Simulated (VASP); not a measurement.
Crystal: TiSi2.

```
Ti Si
1.0
    -1.46299    1.70064    4.18381
     1.46299   -1.70064    4.18381
     1.46299    1.70064   -4.18381
Ti Si
1 2
Direct
  0.00000 0.00000 0.00000
  0.67008 0.67008 0.00000
  0.32992 0.32992 0.00000
```

Base run:

```yaml
Program: VASP 6.6.1
Functional: PBEsol
Potentials_or_basis: VASP PAW PBE potentials, release 64 (Ti_sv, Si)
Cutoff: 520 eV
k_mesh: 12 × 12 × 12
Occupations: fermi-dirac, width 0.05 eV
Spin: no spin polarisation
```

Its results: band gap on the k mesh zero (band 10 reaches 11.52 eV, above the bottom of band 11 at 9.14 eV); pressure -0.7 GPa.

The run is repeated on the same cell with these changes: functional from PBEsol to PBE. What comes out?

Band gap on the k mesh zero (band 10 reaches 11.61 eV, above the bottom of band 11 at 9.23 eV); pressure 3.2 GPa.

PBE binds less tightly than PBEsol, so the same cell stands under more pressure.

Caveats: the PAW data sets were made with another functional, which shifts forces and pressure a little (some runs).
